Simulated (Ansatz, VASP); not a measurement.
SiC: VASP beside Ansatz

```
Si C
1.0
     1.53890   -2.66750    0.00000
     1.53890    2.66750    0.00000
     0.00000    0.00000   15.12190
Si C
6 6
Direct
  0.16666 0.83334 0.85772
  0.83334 0.16666 0.35772
  0.50011 0.49989 0.52451
  0.49989 0.50011 0.02451
  0.83344 0.16656 0.69123
  0.16656 0.83344 0.19123
  0.50018 0.49982 0.64981
  0.49982 0.50018 0.14981
  0.16662 0.83338 0.98268
  0.83338 0.16662 0.48268
  0.83340 0.16660 0.81619
  0.16660 0.83340 0.31619
```

Alike in both runs: functional PBE; k mesh 16 × 16 × 3; occupations fermi-dirac, width 0.02 eV; no spin polarisation.

Ansatz relaxed the structure, and its values are those at the end. VASP's run is a single point on that final structure, the one shown.

|  | VASP | Ansatz |
| --- | --- | --- |
| version | VASP 6.6.1 | Ansatz 0.2.0 |
| potentials or method | VASP PAW PBE potentials, release 64 (Si, C) | plane-wave PAW, scalar-relativistic |
| plane-wave cutoff (eV) | 520 | 420 |
| valence electrons in the cell | 48 | 48 |

```tsv
	VASP	Ansatz	Ansatz less VASP
gap on the k mesh at the Fermi level (eV)	2.02	2.02	+0.002
pressure (GPa)	3.2	3.2	+0.06
```

Ansatz's warnings: stress scf threshold loose.
